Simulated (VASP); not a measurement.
Write the native input for VASP 6.6.1 that does the following.

| Item | Value |
| --- | --- |
| Task | single point |
| Functional | PBEsol |
| Dispersion | D3(BJ) |
| Potentials or basis | VASP PAW PBE potentials, release 64 (W_sv, Se) |
| Cutoff | 520 eV |
| k mesh | 12 × 12 × 2 |
| Occupations | gaussian, width 0.05 eV |
| Spin | no spin polarisation |
| Dipole correction | no |
| Further INCAR settings | ALGO = Normal; EDIFF = 1e-06; NBANDS = 20 |

The structure of WSe2 lies in POSCAR:

```
WSe2
1.0
    3.0400945843      0.0000000000      0.0000000000
   -1.5200472922      2.6327991399      0.0000000000
    0.0000000000      0.0000000000     19.8421535289
W Se
1 2
Direct
    0.0000000000      0.0000000000      0.0000000000
    0.3333333333      0.6666666667      0.0997865200
    0.3333333333      0.6666666667      0.9002134800
```

This cell differs from its parent crystal: ratio of the length along z to the lengths across it x 1.3, volume and fractional coordinates fixed.

One way to write it, as run:

INCAR

```
SYSTEM = WSe2
PREC     = Accurate       ! precision mode
ENCUT    = 520            ! plane-wave cutoff, eV
EDIFF    = 1E-6           ! SCF threshold, eV
ISMEAR   = 0              ! smearing method
SIGMA    = 0.05           ! smearing width, eV
LREAL    = .FALSE.        ! projectors in reciprocal space
LASPH    = .TRUE.         ! aspherical terms in the spheres
NELM     = 80             ! most SCF steps
ALGO     = Normal         ! electronic algorithm
ISIF     = 2              ! what is computed and relaxed
LWAVE    = .FALSE.        ! write WAVECAR
LCHARG   = .FALSE.        ! write CHGCAR
GGA      = PS             ! functional
IVDW     = 12             ! dispersion correction
NBANDS   = 20             ! bands
```

KPOINTS

```
regular mesh
0
G
  12 12 2
  0 0 0
```

Potentials or basis: VASP PAW PBE potentials, release 64 (W_sv, Se).

Run with:

```bash
$ cat potpaw_PBE.64/W_sv/POTCAR potpaw_PBE.64/Se/POTCAR > POTCAR
$ mpirun -np 1 vasp_std > vasp.out
```

Results of the run:

```json
{"Largest force": "2.860 eV/Å", "Band gap on the k mesh": "zero (band 13 reaches -0.12 eV, above the bottom of band 14 at -0.14 eV)", "Dispersion energy per atom": "-0.318 eV"}
```

Caveat: the PAW data sets were made with another functional, which shifts forces and pressure a little; spin-orbit coupling is left out, which moves the levels of the heavy elements.

It took 70 s on 1 thread of Intel(R) Xeon(R) 6975P-C (Granite Rapids), with other jobs on the host, peak memory 0.35 GiB.
